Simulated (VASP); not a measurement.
# Ir4C in VASP: relaxation of the atoms with PBE

Aim: the relaxation of the atoms of Ir4C with PBE.

Program: VASP 6.6.1. These are calculated values, not measurements. Logs are shortened: lines on timing, memory, paths and dates and some standing lists are left out, and cuts for length are marked.

**1. The cell of the first run**

The cell holds a slab with vacuum, 5 atoms: a = 2.737 Å, b = 3.870 Å, c = 19.460 Å, α = 90.00°, β = 90.00°, γ = 90.00°.

**2. Relaxation of the atoms, PBE**

The input, INCAR:

```
  PREC = Accurate
  ENCUT = 520
  EDIFF = 1E-7
  ISMEAR = 0
  SIGMA = 0.1
  LREAL = F
  LASPH = T
  NELM = 80
  ALGO = Normal
  ISIF = 2
  LWAVE = F
  LCHARG = F
  LDIPOL = T
  IDIPOL = 3
  DIPOL = 0.5 0.5 0.344
  GGA = PE
  IBRION = 2
  NSW = 36
  EDIFFG = -0.025
```

The input, KPOINTS:

```
regular mesh
0
Gamma
  10 7 1
```

The input, POSCAR:

```
Ir4C
1.0
    2.7367600872      0.0000000000      0.0000000000
    0.0000000000      3.8703632323      0.0000000000
    0.0000000000      0.0000000000     19.4599433759
Ir C
4 1
Selective dynamics
Direct
    0.5000000000      0.5000000000      0.2055504439  F F F
    0.0000000000      0.0000000000      0.2758682253  F F F
    0.5000000000      0.5000000000      0.3454282604  F F F
    0.0000000000      0.0000000000      0.4090424737  F F F
    0.0000000000      0.2500000000      0.4862533900  F F T
```

Potentials or basis: VASP PAW PBE potentials, release 64 (Ir, C).

Started as:

```console
cat potpaw_PBE.64/Ir/POTCAR potpaw_PBE.64/C/POTCAR > POTCAR
mpirun -np 1 vasp_std > vasp.out
```

OUTCAR:

```text
PREC = Accurate
   ENCUT = 520
   EDIFF = 1E-7
   ISMEAR = 0
   LREAL = F
   LASPH = T
   NELM = 80
   ISIF = 2
   GGA = PE
   IBRION = 2
   NSW = 36
   EDIFFG = -0.025

 ion  position               nearest neighbor table
   1  0.500  0.500  0.206-   3 2.72   2 2.74   2 2.74   2 2.74   2 2.74
   2  0.000  0.000  0.276-   4 2.59   3 2.73   3 2.73   3 2.73   3 2.73   1 2.74   1 2.74   1 2.74
                             1 2.74
   3  0.500  0.500  0.345-   4 2.67   4 2.67   4 2.67   4 2.67   1 2.72   2 2.73   2 2.73   2 2.73
                             2 2.73
   4  0.000  0.000  0.409-   5 1.79   2 2.59   3 2.67   3 2.67   3 2.67   3 2.67
   5  0.000  0.250  0.486-   4 1.79

  LATTYP: Found a simple orthorhombic cell.
 ALAT       =     2.7367600872
 B/A-ratio  =     1.4142135624
 C/A-ratio  =     7.1105770166

  Lattice vectors:

 A1 = (   2.7367600872,   0.0000000000,   0.0000000000)
 A2 = (   0.0000000000,   3.8703632323,   0.0000000000)
 A3 = (   0.0000000000,   0.0000000000,  19.4599433759)

Analysis of symmetry for initial positions (statically):
=====================================================================
 Subroutine PRICEL returns:
 Original cell was already a primitive cell.

 Routine SETGRP: Setting up the symmetry group for a
 simple orthorhombic supercell.

 Subroutine GETGRP returns: Found  2 space group operations
 (whereof  2 operations were pure point group operations)
 out of a pool of  8 trial point group operations.

The static configuration has the point symmetry C_1h.

Analysis of symmetry for dynamics (positions and initial velocities):
=====================================================================
 Subroutine PRICEL returns:
 Original cell was already a primitive cell.

 Routine SETGRP: Setting up the symmetry group for a
 simple orthorhombic supercell.

 Subroutine GETGRP returns: Found  2 space group operations
 (whereof  2 operations were pure point group operations)
 out of a pool of  8 trial point group operations.

The dynamic configuration has the point symmetry C_1h.

Analysis of constrained symmetry for selective dynamics:
=====================================================================
 Subroutine PRICEL returns:
 Original cell was already a primitive cell.

 Routine SETGRP: Setting up the symmetry group for a
 simple orthorhombic supercell.

 Subroutine GETGRP returns: Found  2 space group operations
 (whereof  2 operations were pure point group operations)
 out of a pool of  8 trial point group operations.

The constrained configuration has the point symmetry C_1h.

 Subroutine INISYM returns: Found  2 space group operations
 (whereof  2 operations are pure point group operations),
 and found     1 'primitive' translations

----------------------------------------------------------------------------------------

                                     Primitive cell

  volume of cell :     206.1247

  direct lattice vectors                    reciprocal lattice vectors
     2.736760087  0.000000000  0.000000000     0.365395566  0.000000000  0.000000000
     0.000000000  3.870363232  0.000000000     0.000000000  0.258373682  0.000000000
     0.000000000  0.000000000 19.459943376     0.000000000  0.000000000  0.051387611

  length of vectors
     2.736760087  3.870363232 19.459943376     0.365395566  0.258373682  0.051387611

  position of ions in fractional coordinates (direct lattice)
     0.500000000  0.500000000  0.205550444
     0.000000000  0.000000000  0.275868225
     0.500000000  0.500000000  0.345428260
     0.000000000  0.000000000  0.409042474
     0.000000000  0.250000000  0.486253390

  ion indices of the primitive-cell ions
   primitive index   ion index
                 1           1
                 2           2
                 3           3
                 4           4
                 5           5

----------------------------------------------------------------------------------------

 KPOINTS: regular mesh

Automatic generation of k-mesh.
 Grid dimensions read from file:
 generate k-points for:   10    7    1

 Generating k-lattice:

  Cartesian coordinates                     Fractional coordinates (reciprocal lattice)
     0.036539557  0.000000000  0.000000000     0.100000000  0.000000000  0.000000000
     0.000000000  0.036910526  0.000000000     0.000000000  0.142857143  0.000000000
     0.000000000  0.000000000  0.051387611     0.000000000  0.000000000  1.000000000

  Length of vectors
     0.036539557  0.036910526  0.051387611

  Shift w.r.t. Gamma in fractional coordinates (k-lattice)
     0.000000000  0.000000000  0.000000000

 Subroutine IBZKPT returns following result:
 ===========================================

 Found     24 irreducible k-points:

 Following reciprocal coordinates:
            Coordinates               Weight
  0.000000  0.000000  0.000000      1.000000
  0.100000  0.000000  0.000000      2.000000
  0.200000  0.000000  0.000000      2.000000
  0.300000  0.000000  0.000000      2.000000
  0.400000  0.000000  0.000000      2.000000
  0.500000  0.000000  0.000000      1.000000
[... 16 lines left out ...]
  0.400000  0.428571  0.000000      4.000000
  0.500000  0.428571  0.000000      2.000000
   k-points           NKPTS =     24   k-points in BZ     NKDIM =     24   number of bands    NBANDS=     24
   number of dos      NEDOS =    301   number of ions     NIONS =      5
   total plane-waves  NPLWV =  90000
   dimension x,y,z NGX =    20 NGY =   30 NGZ =  150
   dimension x,y,z NGXF=    40 NGYF=   60 NGZF=  300
   ions per type =               4   1
   NGX,Y,Z   is equivalent  to a cutoff of  12.15, 12.89, 12.81 a.u.
   NGXF,Y,Z  is equivalent  to a cutoff of  24.30, 25.77, 25.63 a.u.
 SYSTEM =  unknown system
   PREC   = accura    normal or accurate (medium, high low for compatibility)
   ISTART =      0    job   : 0-new  1-cont  2-samecut
   ICHARG =      2    charge: 1-file 2-atom 10-const
   ISPIN  =      1    spin polarized calculation?
   LNONCOLLINEAR =      F non collinear calculations
   LSORBIT =      F    spin-orbit coupling
   LASPH  =      T    aspherical Exc in radial PAW
   ENCUT  =  520.0 eV  38.22 Ry    6.18 a.u.   5.09  7.20 36.18*2*pi/ulx,y,z
   NELM   =     80;   NELMIN=  2; NELMDL= -5     # of ELM steps
   EDIFF  = 0.1E-06   stopping-criterion for ELM
   LREAL  =      F    real-space projection
   EDIFFG = -.3E-01   stopping-criterion for IOM
   NSW    =     36    number of steps for IOM
   IBRION =      2    ionic relax: 0-MD 1-quasi-New 2-CG
   NFREE  =      1    steps in history (QN), initial steepest desc. (CG)
   ISIF   =      2    stress and relaxation
   ISYM   =      2    0-nonsym 1-usesym 2-fastsym
   POTIM  = 0.5000    time-step for ionic-motion
   TEBEG  =    0.0;   TEEND  =   0.0 temperature during run
   PSTRESS=    0.0 pullay stress
   NELECT =      40.0000    total number of electrons
   NUPDOWN=      -1.0000    fix difference up-down
   EMIN   =  10.00;   EMAX   =-10.00  energy-range for DOS
   EFERMI =   0.00;   METHOD = LEGACY
   ISMEAR =     0;   SIGMA  =   0.10  broadening in eV -4-tet -1-fermi 0-gaus
   EFERMI_NEDOS =   21; number of points for ismear=-14 and -15
   IALGO  =     38    algorithm
   IMIX   =      4    mixing-type and parameters
     AMIX     =   0.40;   BMIX     =  1.00
     AMIX_MAG =   1.60;   BMIX_MAG =  1.00
  volume/ion in A,a.u.               =      41.22       278.20
  Fermi-wavevector in a.u.,A,eV,Ry     =   0.947803  1.791088 12.222533  0.898331
  Thomas-Fermi vector in A             =   2.075931
   LORBIT       =      0    0 simple, 1 ext, 2 COOP (PROOUT), +10 PAW based schemes
   GGA     = PE    functional components
   LHFCALC =     F    Hartree Fock is set to
   AEXX    =    0.0000 exact exchange contribution
   IVDW    =     0    specifies the selected vdW correction
   LEPSILON=     F    determine dielectric tensor
   LRPA    =     F    only Hartree local field effects (RPA)
 conjugate gradient relaxation of ions
 non-spin polarized calculation
 Gauss-broadening in eV      SIGMA  =   0.10
  energy-cutoff  :      520.00
  volume of cell :      206.12
 maximum number of plane-waves:      5602
   NGX = 11   NGY = 15   NGZ = 73

 dipolmoment           0.000000      0.000000     -0.192783 electrons x Angstroem

--------------------------------------- Ionic step        1  -------------------------------------------

 number of electron      39.9999996 magnetization

 Free energy of the ion-electron system (eV)
  ---------------------------------------------------
  ext. energy  EPLUGINS =         0.00000000
  ---------------------------------------------------
  free energy    TOTEN  =       -37.94781650 eV

  energy without entropy =      -37.91385657  energy(sigma->0) =      -37.93083653

------------------------ aborting loop because EDIFF is reached ----------------------------------------

  FORCE on cell =-STRESS in cart. coord.  units (eV):
  Direction    XX          YY          ZZ          XY          YZ          ZX
  --------------------------------------------------------------------------------------
  -------------------------------------------------------------------------------------
  Total       -2.6685635     -2.0862686      2.3118912      0.0000000     -0.2949455      0.0000000
  in kB      -20.7423567    -16.2162630     17.9699948      0.0000000     -2.2925689      0.0000000
  external PRESSURE =      -6.3295416 kB  Pullay stress =       0.0000000 kB
[... 63 lines left out ...]
  energy  without entropy=      -37.9180063187  energy(sigma->0) =      -37.93497680

--------------------------------------- Ionic step        3  -------------------------------------------

 number of electron      39.9999996 magnetization

 dipolmoment           0.000000      0.000000      0.094219 electrons x Angstroem

 Free energy of the ion-electron system (eV)
  ---------------------------------------------------
  ext. energy  EPLUGINS =         0.00000000
  ---------------------------------------------------
  free energy    TOTEN  =       -37.95202833 eV

  energy without entropy =      -37.91808592  energy(sigma->0) =      -37.93505713

 E-fermi :  -0.9657     XC(G=0):  -5.4352

 val. band max:       -0.9657567332   @ k =   0.0000   0.2857   0.0000
 cond. band min:      -0.9537157361   @ k =   0.2000   0.0000   0.0000
 fundamental gap:      0.0120409971
 Fermi energy:        -0.9656902277

 k-point     1 :       0.0000    0.0000    0.0000
  band No.  band energies     occupation
      1     -12.1482      2.00000
      2     -10.0306      2.00000
      3      -7.9433      2.00000
      4      -7.4717      2.00000
      5      -7.0709      2.00000
      6      -6.4505      2.00000
[... 637 lines left out ...]
     23       0.4818      0.00000
     24       1.8322      0.00000

------------------------ aborting loop because EDIFF is reached ----------------------------------------

 vacuum level on the upper side and lower side of the slab       (xc-potential included)         0.670        -0.907

  FORCE on cell =-STRESS in cart. coord.  units (eV):
  Direction    XX          YY          ZZ          XY          YZ          ZX
  --------------------------------------------------------------------------------------
  -------------------------------------------------------------------------------------
  Total       -2.5216953     -1.7562013      3.0554332      0.0000000      0.1149686      0.0000000
  in kB      -19.6007717    -13.6506981     23.7494384      0.0000000      0.8936342      0.0000000
  external PRESSURE =      -3.1673438 kB  Pullay stress =       0.0000000 kB

 VOLUME and BASIS-vectors are now :
 -----------------------------------------------------------------------------
  energy-cutoff  :      520.00
  volume of cell :      206.12
      direct lattice vectors                 reciprocal lattice vectors
     2.736760087  0.000000000  0.000000000     0.365395566  0.000000000  0.000000000
     0.000000000  3.870363232  0.000000000     0.000000000  0.258373682  0.000000000
     0.000000000  0.000000000 19.459943376     0.000000000  0.000000000  0.051387611
[... 11 lines left out ...]
  FREE ENERGIE OF THE ION-ELECTRON SYSTEM (eV)
  ---------------------------------------------------
  free  energy   TOTEN  =       -37.9520283334 eV

  energy  without entropy=      -37.9180859208  energy(sigma->0) =      -37.93505713

 reached required accuracy - stopping structural energy minimisation

 vacuum level on the upper side and lower side of the slab         5.523         3.899
```

Run time: 7.8 min. Hardware: 1 thread of Intel Xeon 8259CL, shared host; peak memory 0.33 GiB.

What came out:

```
Free energy               : -37.9520 eV
Energy gained by relaxing : 0.8 meV/atom
Ionic steps               : 3
Band gap on the k mesh    : zero (bands 20 and 21 overlap by 1.17 eV)
```

Step by step:
| step | energy change (eV) | largest force on free atoms (eV/Å) | pressure (GPa) |
| --- | --- | --- | --- |
| 1 | 0.0000 | 0.4424 | -0.63 |
| 2 | -0.0041 | 0.0640 | -0.27 |
| 3 | -0.0042 | 0.0003 | -0.32 |

Final structure:
```yaml
crystal:
  lattice:
    - [2.73676, 0.00000, 0.00000]
    - [0.00000, 3.87036, 0.00000]
    - [0.00000, 0.00000, 19.45994]
  atoms:
    - { symbol: Ir, position: [0.50000, 0.50000, 0.20555] }
    - { symbol: Ir, position: [0.00000, 0.00000, 0.27587] }
    - { symbol: Ir, position: [0.50000, 0.50000, 0.34543] }
    - { symbol: Ir, position: [0.00000, 0.00000, 0.40904] }
    - { symbol: C, position: [0.00000, 0.25000, 0.48529] }
```

Caveat: spin-orbit coupling is left out, which moves the levels of the heavy elements.
